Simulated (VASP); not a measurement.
# CaO (P1) in VASP: single point with PBEsol

Aim: the single point of CaO with PBEsol.

Program: VASP 6.6.1. These are calculated values, not measurements. Logs are shortened: lines on timing, memory, paths and dates and some standing lists are left out, and cuts for length are marked.

## 1. The cell of the first run

The typed cell holds 16 atoms: a = 7.377 Å, b = 7.377 Å, c = 7.377 Å, α = 60.00°, β = 60.00°, γ = 60.00°.

## 2. Single point, PBEsol

Input file INCAR:

```
PREC = Accurate ; ENCUT = 520
EDIFF = 1E-6 ; ISMEAR = -1
SIGMA = 0.069 ; LREAL = Auto
LASPH = T ; NELM = 80
ALGO = Normal ; ISIF = 2
LWAVE = F ; LCHARG = F
GGA = PS ; NBANDS = 78
```

Input file KPOINTS:

```
regular mesh
0
Gamma
  2 2 2
```

Input file POSCAR:

```
CaO
1.0
    0.0000000000      5.2163160000      5.2163160000
    5.2163160000      0.0000000000      5.2163160000
    5.2163160000      5.2163160000      0.0000000000
Ca O
8 8
Direct
   -0.0104131920      0.0228535810      0.0086460444
    0.0042977649     -0.0100412820      0.5015623095
   -0.0082225655      0.5089232516      0.0089667689
    0.0133046004      0.4941663810      0.4994013016
    0.5033407677     -0.0043259457      0.0082975226
    0.4992407477      0.0067100038      0.4832923274
    0.4859555096      0.4934383768     -0.0001760821
    0.5055706940      0.4939924077      0.5025492129
    0.1483745425      0.1217766523      0.1150234188
    0.1155589500      0.1447492828      0.6110496373
    0.1204136214      0.6278090706      0.1201546264
    0.1449454941      0.6079552121      0.6140330647
    0.6353221316      0.1188865859      0.1068585569
    0.6433230847      0.0985575836      0.6316063866
    0.6092424232      0.6239508879      0.1405610780
    0.6069710884      0.6486349753      0.6080231719
```

Potentials or basis: VASP PAW PBE potentials, release 64 (Ca_sv, O).

Started as:

```bash
$ cat potpaw_PBE.64/Ca_sv/POTCAR potpaw_PBE.64/O/POTCAR > POTCAR
$ mpirun -np 1 vasp_std > vasp.out
```

OUTCAR:

```text
PREC = Accurate
   ENCUT = 520
   EDIFF = 1E-6
   ISMEAR = -1
   LREAL = Auto
   LASPH = T
   NELM = 80
   ISIF = 2
   GGA = PS

 ion  position               nearest neighbor table
   1  0.990  0.023  0.009-  13 2.15   9 2.21  11 2.38  10 2.40
   2  0.004  0.990  0.502-  14 2.18  10 2.27  12 2.30   9 2.33
   3  0.992  0.509  0.009-  11 2.16  15 2.31   9 2.34  12 2.39
   4  0.013  0.494  0.499-  10 2.11  12 2.17  11 2.29  16 2.45
   5  0.503  0.996  0.008-  13 2.13   9 2.14  15 2.24  14 2.27
   6  0.499  0.007  0.483-  16 2.16  13 2.27  10 2.31  14 2.33
[... 8 lines left out ...]
  15  0.609  0.624  0.141-   8 2.18   5 2.24   3 2.31   7 2.38
  16  0.607  0.649  0.608-   6 2.16   8 2.19   7 2.37   4 2.45

  LATTYP: Found a face centered cubic cell.
 ALAT       =    10.4326320000

  Lattice vectors:

 A1 = (   0.0000000000,   5.2163160000,   5.2163160000)
 A2 = (   5.2163160000,   0.0000000000,   5.2163160000)
 A3 = (   5.2163160000,   5.2163160000,   0.0000000000)

Analysis of symmetry for initial positions (statically):
=====================================================================
 Subroutine PRICEL returns:
 Original cell was already a primitive cell.

 Routine SETGRP: Setting up the symmetry group for a
 face centered cubic supercell.

 Subroutine GETGRP returns: Found  1 space group operations
 (whereof  1 operations were pure point group operations)
 out of a pool of 48 trial point group operations.

The static configuration has the point symmetry C_1 .

Analysis of symmetry for dynamics (positions and initial velocities):
=====================================================================
 Subroutine PRICEL returns:
 Original cell was already a primitive cell.

 Routine SETGRP: Setting up the symmetry group for a
 face centered cubic supercell.

 Subroutine GETGRP returns: Found  1 space group operations
 (whereof  1 operations were pure point group operations)
 out of a pool of 48 trial point group operations.

The dynamic configuration has the point symmetry C_1 .

 Subroutine INISYM returns: Found  1 space group operations
 (whereof  1 operations are pure point group operations),
 and found     1 'primitive' translations

----------------------------------------------------------------------------------------

                                     Primitive cell

  volume of cell :     283.8714

[... 103 lines left out ...]
   IBRION =     -1    ionic relax: 0-MD 1-quasi-New 2-CG
   NFREE  =      0    steps in history (QN), initial steepest desc. (CG)
   ISIF   =      2    stress and relaxation
   ISYM   =      2    0-nonsym 1-usesym 2-fastsym
   POTIM  = 0.5000    time-step for ionic-motion
   TEBEG  =    0.0;   TEEND  =   0.0 temperature during run
   PSTRESS=    0.0 pullay stress
   NELECT =     128.0000    total number of electrons
   NUPDOWN=      -1.0000    fix difference up-down
   EMIN   =  10.00;   EMAX   =-10.00  energy-range for DOS
   EFERMI =   0.00;   METHOD = LEGACY
   ISMEAR =    -1;   SIGMA  =   0.07  broadening in eV -4-tet -1-fermi 0-gaus
   EFERMI_NEDOS =   21; number of points for ismear=-14 and -15
   IALGO  =     38    algorithm
   IMIX   =      4    mixing-type and parameters
     AMIX     =   0.40;   BMIX     =  1.00
     AMIX_MAG =   1.60;   BMIX_MAG =  1.00
  volume/ion in A,a.u.               =      17.74       119.73
  Fermi-wavevector in a.u.,A,eV,Ry     =   1.255368  2.372301 21.442073  1.575948
  Thomas-Fermi vector in A             =   2.389128
   LORBIT       =      0    0 simple, 1 ext, 2 COOP (PROOUT), +10 PAW based schemes
   GGA     = PS    functional components
   LHFCALC =     F    Hartree Fock is set to
   AEXX    =    0.0000 exact exchange contribution
   IVDW    =     0    specifies the selected vdW correction
   LEPSILON=     F    determine dielectric tensor
   LRPA    =     F    only Hartree local field effects (RPA)
 non-spin polarized calculation
  energy-cutoff  :      520.00
  volume of cell :      283.87
 maximum number of plane-waves:      7727
 NGX is ok and might be reduce to    56
   NGX = 27   NGY = 27   NGZ = 27

 number of electron     128.0000003 magnetization

 Free energy of the ion-electron system (eV)
  ---------------------------------------------------
  ext. energy  EPLUGINS =         0.00000000
  ---------------------------------------------------
  free energy    TOTEN  =      -102.86624096 eV

  energy without entropy =     -102.86624096  energy(sigma->0) =     -102.86624096

 E-fermi :   2.0254     XC(G=0):  -9.2709

 val. band max:        0.4452874713   @ k =   0.0000   0.0000   0.0000
 cond. band min:       3.4624003093   @ k =   0.0000   0.0000   0.0000
 fundamental gap:      3.0171128381
 Fermi energy:         2.0253590846

 k-point     1 :       0.0000    0.0000    0.0000
  band No.  band energies     occupation
      1     -36.9309      2.00000
      2     -36.8423      2.00000
      3     -36.8245      2.00000
      4     -36.5831      2.00000
      5     -36.5589      2.00000
      6     -36.3937      2.00000
[... 621 lines left out ...]
     75       6.6882      0.00000
     76       6.8090      0.00000
 [bands above 76 left out]

------------------------ aborting loop because EDIFF is reached ----------------------------------------

  FORCE on cell =-STRESS in cart. coord.  units (eV):
  Direction    XX          YY          ZZ          XY          YZ          ZX
  --------------------------------------------------------------------------------------
  -------------------------------------------------------------------------------------
  Total       -0.9332259     -0.6097728      0.0762121     -0.5602937      2.3829287      0.9404577
  in kB       -5.2671499     -3.4415726      0.4301433     -3.1623112     13.4493083      5.3079664
  external PRESSURE =      -2.7595264 kB  Pullay stress =       0.0000000 kB

 VOLUME and BASIS-vectors are now :
 -----------------------------------------------------------------------------
  energy-cutoff  :      520.00
  volume of cell :      283.87
      direct lattice vectors                 reciprocal lattice vectors
     0.000000000  5.216316000  5.216316000    -0.095853089  0.095853089  0.095853089
     5.216316000  0.000000000  5.216316000     0.095853089 -0.095853089  0.095853089
     5.216316000  5.216316000  0.000000000     0.095853089  0.095853089 -0.095853089

 POSITION                                       TOTAL-FORCE (eV/Angst)
 -----------------------------------------------------------------------------------
      0.16431      5.20710      5.28121        -1.534556      0.198538      0.237968
      7.78025      2.63873      5.18636        -0.151187      0.303449      0.324759
      2.70148      5.22020      7.82813        -0.652211     -0.374659     -0.221606
      5.18276      2.67444      2.64713         0.610346     -1.278070     -0.016252
      5.23703      2.66887      7.81934        -1.220709     -0.385045     -0.179863
      2.55601      5.12520      2.63920         0.640144      0.402085     -0.118830
[... 8 lines left out ...]
      3.98794      3.91121      6.43273        -0.964150     -0.066789      0.053059
      6.55513      6.33779      6.54964        -0.063583      1.057886     -0.156287
 -----------------------------------------------------------------------------------
    total drift:                               -0.000852     -0.000516      0.005416

  FREE ENERGIE OF THE ION-ELECTRON SYSTEM (eV)
  ---------------------------------------------------
  free  energy   TOTEN  =      -102.8662409568 eV

  energy  without entropy=     -102.8662409562  energy(sigma->0) =     -102.86624096
```

OSZICAR:

```text
N       E                     dE             d eps       ncg     rms          rms(c)
DAV:   1     0.152522963385E+04    0.15252E+04   -0.64391E+04  1248   0.163E+03
DAV:   2     0.246890719780E+02   -0.15005E+04   -0.14570E+04  1554   0.492E+02
DAV:   3    -0.114908082637E+03   -0.13960E+03   -0.13887E+03  1640   0.142E+02
DAV:   4    -0.121908892802E+03   -0.70008E+01   -0.69869E+01  2080   0.314E+01
DAV:   5    -0.122383430355E+03   -0.47454E+00   -0.47446E+00  1824   0.573E+00    0.262E+01
DAV:   6    -0.103218355615E+03    0.19165E+02   -0.10887E+02  1432   0.376E+01    0.115E+01
DAV:   7    -0.103046041808E+03    0.17231E+00   -0.13761E+01  1472   0.137E+01    0.586E+00
DAV:   8    -0.102884493397E+03    0.16155E+00   -0.18896E+00  1496   0.599E+00    0.180E+00
DAV:   9    -0.102851015999E+03    0.33477E-01   -0.61542E-01  1520   0.275E+00    0.503E-01
DAV:  10    -0.102863147156E+03   -0.12131E-01   -0.60352E-02  1896   0.867E-01    0.249E-01
DAV:  11    -0.102866734504E+03   -0.35873E-02   -0.17798E-02  1664   0.422E-01    0.254E-01
DAV:  12    -0.102866202488E+03    0.53202E-03   -0.90736E-03  1432   0.335E-01    0.665E-02
DAV:  13    -0.102866247827E+03   -0.45339E-04   -0.13019E-03  1536   0.136E-01    0.291E-02
DAV:  14    -0.102866237542E+03    0.10285E-04   -0.10928E-04  1688   0.477E-02    0.718E-03
DAV:  15    -0.102866241242E+03   -0.37000E-05   -0.30383E-05  1352   0.186E-02    0.741E-03
DAV:  16    -0.102866240957E+03    0.28556E-06   -0.34121E-06  1096   0.688E-03
   1 F= -.10286624E+03 E0= -.10286624E+03  d E =-.688347E-09
```

stdout:

```text
POSCAR found type information on POSCAR CaO
 POSCAR found :  2 types and      16 ions
 scaLAPACK will be used
 -----------------------------------------------------------------------------
|                                                                             |
|                                                                             |
|     You enforced a specific xc type in the INCAR file but a different       |
|     I HOPE YOU KNOW WHAT YOU ARE DOING!                                     |
|                                                                             |
 -----------------------------------------------------------------------------

 LDA part: xc-table for (Slater+PW92), standard interpolation
 POSCAR, INCAR and KPOINTS ok, starting setup
 FFT: planning ... GRIDC
 FFT: planning ... GRID_SOFT
 FFT: planning ... GRID
 WAVECAR not read
 entering main loop
```

Wall time 9.8 min (1 thread of AMD EPYC 7R13 (Zen 3), shared host); peak memory 0.43 GiB.

What came out:

* Free energy: -102.8662 eV
* Pressure: -0.3 GPa
* Largest force: 1.566 eV/Å
* Band gap on the k mesh: 3.02 eV

Forces on the atoms (eV/Å):
```
Ca  -1.535  0.199  0.238
Ca  -0.151  0.303  0.325
Ca  -0.652 -0.375 -0.222
Ca   0.610 -1.278 -0.016
Ca  -1.221 -0.385 -0.180
Ca   0.640  0.402 -0.119
Ca   0.245 -0.099  1.081
Ca  -0.385  0.342 -0.347
O    1.151 -0.592 -0.502
O   -0.406  0.835 -0.578
O    0.460  0.065  0.278
O    1.045  0.085 -0.253
O    1.141  0.179  0.346
O    0.085 -0.674  0.051
O   -0.964 -0.067  0.053
O   -0.064  1.058 -0.156
```

Caveat: the k points lie up to 0.52 Å⁻¹ apart; the atoms stand as in a frame of molecular dynamics; the structure was generated, so it needn't be the stable form of CaO; the PAW data sets were made with another functional, which shifts forces and pressure a little.
